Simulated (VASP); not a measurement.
## Si: single point with r2SCAN

Si:

```xyz
4
Lattice="-3.2576 3.2576 1.8831 3.2576 -3.2576 1.8831 3.2576 3.2576 -1.8831" Properties=species:S:1:pos:R:3 pbc="T T T"
Si   -2.0926    2.0926    1.8831
Si    2.0926   -2.0926    1.8831
Si    2.0926    2.0926    1.8831
Si    1.1649    1.1649    0.0000
```

```yaml
Program: VASP 6.6.1
Task: single point
Functional: r2SCAN
Potentials_or_basis: VASP PAW PBE potentials, release 64 (Si)
Cutoff: 520 eV
k_mesh: 8 × 8 × 8
Occupations: fermi-dirac, width 0.05 eV
Spin: no spin polarisation
Dipole_correction: no
Further_INCAR_settings: ALGO = Normal; EDIFF = 1e-07; NBANDS = 16
```

```json
{
 "Pressure": "6.2 GPa",
 "Largest force": "0.096 eV/Å",
 "Band gap on the k mesh": "0.25 eV (least direct gap 0.51 eV)"
}
```

Forces on the atoms (eV/Å):
```
Si   0.068 -0.068  0.000
Si  -0.068  0.068  0.000
Si  -0.068 -0.068  0.000
Si   0.068  0.068  0.000
```

Stress tensor (GPa, compression positive):
```
6.07 0.00 0.00
0.00 6.07 0.00
0.00 0.00 6.37
```

Levels at points of the mesh, in eV from the valence-band top:
```
           k point  band 6  band 7  band 8  band 9  band 10  band 11
(0.00, 0.00, 0.00)   -1.68   -1.68   -0.67    1.48     1.99     1.99
(0.50, 0.00, 0.00)   -3.87   -2.70   -1.60    0.92     2.75     3.25
(0.50, 0.50, 0.00)   -2.26   -2.10   -1.84    1.91     2.13     2.19
(0.50, 0.50, 0.50)   -0.25    0.00    0.00    0.51     3.86     4.26
```

Run time: 4.8 min on 1 thread of AMD EPYC 7R13 Processor (Zen 3) (shared host), peak memory 0.23 GiB.

Caveat: the cell stands under pressure; the PAW data sets were made with another functional, which shifts forces and pressure a little. A k mesh can miss the band edges.
